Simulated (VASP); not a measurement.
# Pt in VASP: single point with PBEsol

Aim: the single point of Pt with PBEsol.

Program: VASP 6.6.1. These are calculated values, not measurements. Logs are shortened: lines on timing, memory, paths and dates and some standing lists are left out, and cuts for length are marked.

## (1) The cell of the first run

The cell holds a slab with vacuum, 6 atoms: a = 2.770 Å, b = 3.918 Å, c = 23.926 Å, α = 90.00°, β = 90.00°, γ = 90.00°.

## (2) Single point, PBEsol

File INCAR:

```
SYSTEM = Pt
ALGO     = Fast           ! electronic algorithm
DIPOL    = 0.5 0.5 0.500
EDIFF    = 1E-7           ! SCF threshold, eV
ENCUT    = 520            ! plane-wave cutoff, eV
GGA      = PS             ! functional
IDIPOL   = 3            
ISIF     = 2              ! what is computed and relaxed
ISMEAR   = 0              ! smearing method
LASPH    = .True.         ! aspherical terms in the spheres
LCHARG   = .False.        ! write CHGCAR
LDIPOL   = .True.       
LREAL    = .False.        ! projectors in reciprocal space
LWAVE    = .False.        ! write WAVECAR
NBANDS   = 39             ! bands
NELM     = 60             ! most SCF steps
PREC     = Accurate       ! precision mode
SIGMA    = 0.1            ! smearing width, eV
```

File KPOINTS:

```
k-points
0
Gamma
  10 7 1
  0 0 0
```

File POSCAR:

```
Pt
1.0
    2.7704872837      0.0000000000      0.0000000000
    0.0000000000      3.9180606911      0.0000000000
    0.0000000000      0.0000000000     23.9262182094
Pt
6
Direct
    0.5000000000      0.5000000000      0.3552588180
    0.0000000000      0.0000000000      0.4131552908
    0.5000000000      0.5000000000      0.4710517636
    0.0000000000      0.0000000000      0.5277978325
    0.5000000000      0.5000000000      0.5900783297
    0.0000000000      0.0000000000      0.6396588388
```

Potentials or basis: VASP PAW PBE potentials, release 64 (Pt).

Started as:

```console
$ cat potpaw_PBE.64/Pt/POTCAR > POTCAR
$ mpirun -np 1 vasp_std > vasp.out
```

OUTCAR:

```text
SYSTEM = Pt
   EDIFF = 1E-7
   ENCUT = 520
   GGA = PS
   ISIF = 2
   ISMEAR = 0
   LASPH = .True.
   LREAL = .False.
   NELM = 60
   PREC = Accurate

 ion  position               nearest neighbor table
   1  0.500  0.500  0.355-   3 2.77   2 2.77   2 2.77   2 2.77   2 2.77
   2  0.000  0.000  0.413-   4 2.74   1 2.77   1 2.77   1 2.77   1 2.77   3 2.77   3 2.77   3 2.77
                             3 2.77
   3  0.500  0.500  0.471-   4 2.76   4 2.76   4 2.76   4 2.76   1 2.77   2 2.77   2 2.77   2 2.77
                             2 2.77   5 2.85
   4  0.000  0.000  0.528-   6 2.68   2 2.74   3 2.76   3 2.76   3 2.76   3 2.76   5 2.82   5 2.82
                             5 2.82   5 2.82
   5  0.500  0.500  0.590-   6 2.68   6 2.68   6 2.68   6 2.68   4 2.82   4 2.82   4 2.82   4 2.82
                             3 2.85
   6  0.000  0.000  0.640-   4 2.68   5 2.68   5 2.68   5 2.68   5 2.68

  LATTYP: Found a simple orthorhombic cell.
 ALAT       =     2.7704872837
 B/A-ratio  =     1.4142135624
 C/A-ratio  =     8.6361046846

  Lattice vectors:

 A1 = (   2.7704872837,   0.0000000000,   0.0000000000)
 A2 = (   0.0000000000,   3.9180606911,   0.0000000000)
 A3 = (   0.0000000000,   0.0000000000,  23.9262182094)

Analysis of symmetry for initial positions (statically):
=====================================================================
 Subroutine PRICEL returns:
 Original cell was already a primitive cell.

 Routine SETGRP: Setting up the symmetry group for a
 simple orthorhombic supercell.

 Subroutine GETGRP returns: Found  4 space group operations
 (whereof  4 operations were pure point group operations)
 out of a pool of  8 trial point group operations.

The static configuration has the point symmetry C_2v.

Analysis of symmetry for dynamics (positions and initial velocities):
=====================================================================
 Subroutine PRICEL returns:
 Original cell was already a primitive cell.

 Routine SETGRP: Setting up the symmetry group for a
 simple orthorhombic supercell.

 Subroutine GETGRP returns: Found  4 space group operations
 (whereof  4 operations were pure point group operations)
 out of a pool of  8 trial point group operations.

The dynamic configuration has the point symmetry C_2v.

 Subroutine INISYM returns: Found  4 space group operations
 (whereof  4 operations are pure point group operations),
 and found     1 'primitive' translations

----------------------------------------------------------------------------------------

                                     Primitive cell

  volume of cell :     259.7176

  direct lattice vectors                    reciprocal lattice vectors
     2.770487284  0.000000000  0.000000000     0.360947334  0.000000000  0.000000000
     0.000000000  3.918060691  0.000000000     0.000000000  0.255228308  0.000000000
     0.000000000  0.000000000 23.926218209     0.000000000  0.000000000  0.041795155

  length of vectors
     2.770487284  3.918060691 23.926218209     0.360947334  0.255228308  0.041795155

  position of ions in fractional coordinates (direct lattice)
     0.500000000  0.500000000  0.355258818
     0.000000000  0.000000000  0.413155291
     0.500000000  0.500000000  0.471051764
     0.000000000  0.000000000  0.527797832
     0.500000000  0.500000000  0.590078330
     0.000000000  0.000000000  0.639658839

  ion indices of the primitive-cell ions
   primitive index   ion index
                 1           1
                 2           2
                 3           3
                 4           4
                 5           5
                 6           6

----------------------------------------------------------------------------------------

 KPOINTS: k-points

Automatic generation of k-mesh.
 Grid dimensions read from file:
 generate k-points for:   10    7    1

 Generating k-lattice:

  Cartesian coordinates                     Fractional coordinates (reciprocal lattice)
     0.036094733  0.000000000  0.000000000     0.100000000  0.000000000  0.000000000
     0.000000000  0.036461187  0.000000000     0.000000000  0.142857143  0.000000000
     0.000000000  0.000000000  0.041795155     0.000000000  0.000000000  1.000000000

  Length of vectors
     0.036094733  0.036461187  0.041795155

  Shift w.r.t. Gamma in fractional coordinates (k-lattice)
     0.000000000  0.000000000  0.000000000

 Subroutine IBZKPT returns following result:
 ===========================================

 Found     24 irreducible k-points:

 Following reciprocal coordinates:
            Coordinates               Weight
  0.000000  0.000000  0.000000      1.000000
  0.100000  0.000000  0.000000      2.000000
  0.200000  0.000000  0.000000      2.000000
  0.300000  0.000000  0.000000      2.000000
  0.400000  0.000000  0.000000      2.000000
  0.500000  0.000000  0.000000      1.000000
[... 16 lines left out ...]
  0.400000  0.428571  0.000000      4.000000
  0.500000  0.428571  0.000000      2.000000
   k-points           NKPTS =     24   k-points in BZ     NKDIM =     24   number of bands    NBANDS=     39
   number of dos      NEDOS =    301   number of ions     NIONS =      6
   total plane-waves  NPLWV = 129600
   dimension x,y,z NGX =    24 NGY =   30 NGZ =  180
   dimension x,y,z NGXF=    48 NGYF=   60 NGZF=  360
   ions per type =               6
   NGX,Y,Z   is equivalent  to a cutoff of  14.40, 12.73, 12.51 a.u.
   NGXF,Y,Z  is equivalent  to a cutoff of  28.80, 25.46, 25.01 a.u.
 SYSTEM =  Pt
   PREC   = accura    normal or accurate (medium, high low for compatibility)
   ISTART =      0    job   : 0-new  1-cont  2-samecut
   ICHARG =      2    charge: 1-file 2-atom 10-const
   ISPIN  =      1    spin polarized calculation?
   LNONCOLLINEAR =      F non collinear calculations
   LSORBIT =      F    spin-orbit coupling
   LASPH  =      T    aspherical Exc in radial PAW
   ENCUT  =  520.0 eV  38.22 Ry    6.18 a.u.   5.15  7.28 44.49*2*pi/ulx,y,z
   NELM   =     60;   NELMIN=  2; NELMDL= -5     # of ELM steps
   EDIFF  = 0.1E-06   stopping-criterion for ELM
   LREAL  =      F    real-space projection
   EDIFFG = 0.1E-05   stopping-criterion for IOM
   NSW    =      0    number of steps for IOM
   IBRION =     -1    ionic relax: 0-MD 1-quasi-New 2-CG
   NFREE  =      0    steps in history (QN), initial steepest desc. (CG)
   ISIF   =      2    stress and relaxation
   ISYM   =      2    0-nonsym 1-usesym 2-fastsym
   POTIM  = 0.5000    time-step for ionic-motion
   TEBEG  =    0.0;   TEEND  =   0.0 temperature during run
   PSTRESS=    0.0 pullay stress
   NELECT =      60.0000    total number of electrons
   NUPDOWN=      -1.0000    fix difference up-down
   EMIN   =  10.00;   EMAX   =-10.00  energy-range for DOS
   EFERMI =   0.00;   METHOD = LEGACY
   ISMEAR =     0;   SIGMA  =   0.10  broadening in eV -4-tet -1-fermi 0-gaus
   EFERMI_NEDOS =   21; number of points for ismear=-14 and -15
   IALGO  =     68    algorithm
   IMIX   =      4    mixing-type and parameters
     AMIX     =   0.40;   BMIX     =  1.00
     AMIX_MAG =   1.60;   BMIX_MAG =  1.00
  volume/ion in A,a.u.               =      43.29       292.11
  Fermi-wavevector in a.u.,A,eV,Ry     =   1.004519  1.898266 13.729071  1.009058
  Thomas-Fermi vector in A             =   2.137140
   LORBIT       =      0    0 simple, 1 ext, 2 COOP (PROOUT), +10 PAW based schemes
   GGA     = PS    functional components
   LHFCALC =     F    Hartree Fock is set to
   AEXX    =    0.0000 exact exchange contribution
   IVDW    =     0    specifies the selected vdW correction
   LEPSILON=     F    determine dielectric tensor
   LRPA    =     F    only Hartree local field effects (RPA)
 non-spin polarized calculation
 RMM-DIIS sequential band-by-band and
 Gauss-broadening in eV      SIGMA  =   0.10
  energy-cutoff  :      520.00
  volume of cell :      259.72
 maximum number of plane-waves:      7044
 NGX is ok and might be reduce to    24
   NGX = 11   NGY = 15   NGZ = 89

 dipolmoment           0.000000      0.000000      0.007193 electrons x Angstroem

 number of electron      59.9999999 magnetization

 dipolmoment           0.000000      0.000000     -0.004670 electrons x Angstroem

 Free energy of the ion-electron system (eV)
  ---------------------------------------------------
  ext. energy  EPLUGINS =         0.00000000
  ---------------------------------------------------
  free energy    TOTEN  =       -38.53105938 eV

  energy without entropy =      -38.46205894  energy(sigma->0) =      -38.49655916

 E-fermi :   0.2393     XC(G=0):  -5.5571

 val. band max:        0.2390292904   @ k =   0.5000   0.0000   0.0000
 cond. band min:       0.2515233391   @ k =   0.5000   0.1429   0.0000
 fundamental gap:      0.0124940486
 Fermi energy:         0.2393373937

 k-point     1 :       0.0000    0.0000    0.0000
  band No.  band energies     occupation
      1      -9.4003      2.00000
      2      -7.8287      2.00000
      3      -6.4769      2.00000
      4      -6.0292      2.00000
      5      -5.8839      2.00000
      6      -5.7867      2.00000
[... 31 lines left out ...]
     38       5.6366      0.00000
     39       6.5648      0.00000

 k-point     2 :       0.1000    0.0000    0.0000
  band No.  band energies     occupation
      1      -9.1366      2.00000
      2      -7.5913      2.00000
      3      -6.2436      2.00000
      4      -5.8320      2.00000
      5      -5.7539      2.00000
      6      -5.5513      2.00000
[... 913 lines left out ...]
     38       7.1582      0.00000
     39       7.6090      0.00000

 k-point    24 :       0.5000    0.4286    0.0000
  band No.  band energies     occupation
      1      -6.5983      2.00000
      2      -6.4494      2.00000
      3      -5.4849      2.00000
      4      -5.4399      2.00000
      5      -5.1631      2.00000
      6      -5.0118      2.00000
[... 31 lines left out ...]
     38       6.2186      0.00000
     39       6.5506      0.00000

------------------------ aborting loop because EDIFF is reached ----------------------------------------

 vacuum level on the upper side and lower side of the slab       (xc-potential included)        -0.132        -0.037

  FORCE on cell =-STRESS in cart. coord.  units (eV):
  Direction    XX          YY          ZZ          XY          YZ          ZX
  --------------------------------------------------------------------------------------
  -------------------------------------------------------------------------------------
  Total       -7.2968604     -4.0195839     -1.1850257      0.0000000      0.0000000      0.0000000
  in kB      -45.0137548    -24.7964950     -7.3103297      0.0000000      0.0000000      0.0000000
  external PRESSURE =     -25.7068598 kB  Pullay stress =       0.0000000 kB

 VOLUME and BASIS-vectors are now :
 -----------------------------------------------------------------------------
  energy-cutoff  :      520.00
  volume of cell :      259.72
      direct lattice vectors                 reciprocal lattice vectors
     2.770487284  0.000000000  0.000000000     0.360947334  0.000000000  0.000000000
     0.000000000  3.918060691  0.000000000     0.000000000  0.255228308  0.000000000
     0.000000000  0.000000000 23.926218209     0.000000000  0.000000000  0.041795155

 POSITION                                       TOTAL-FORCE (eV/Angst)
 -----------------------------------------------------------------------------------
      1.38524      1.95903      8.50000         0.000000      0.000000      0.849881
      0.00000      0.00000      9.88524         0.000000      0.000000     -0.966173
      1.38524      1.95903     11.27049         0.000000      0.000000      0.133441
      0.00000      0.00000     12.62821         0.000000      0.000000      0.009557
      1.38524      1.95903     14.11834         0.000000      0.000000     -0.000831
      0.00000      0.00000     15.30462         0.000000      0.000000     -0.025874
 -----------------------------------------------------------------------------------
    total drift:                                0.000000     -0.000000      0.000058

  FREE ENERGIE OF THE ION-ELECTRON SYSTEM (eV)
  ---------------------------------------------------
  free  energy   TOTEN  =       -38.5310593757 eV

  energy  without entropy=      -38.4620589405  energy(sigma->0) =      -38.49655916

 vacuum level on the upper side and lower side of the slab         5.637         5.746
```

Run time: 4.5 min. Hardware: 1 thread of Intel Xeon 6975P-C (Granite Rapids), shared host; peak memory 0.46 GiB.

What came out:

* Free energy: -38.5311 eV
* Largest force: 0.966 eV/Å
* Band gap on the k mesh: zero (band 30 reaches 0.67 eV, above the bottom of band 31 at 0.05 eV)

Forces on the atoms (eV/Å):
```
Pt   0.000  0.000  0.850
Pt   0.000  0.000 -0.966
Pt   0.000  0.000  0.133
Pt   0.000  0.000  0.010
Pt   0.000  0.000 -0.001
Pt   0.000  0.000 -0.026
```

Caveat: the PAW data sets were made with another functional, which shifts forces and pressure a little; spin-orbit coupling is left out, which moves the levels of the heavy elements.
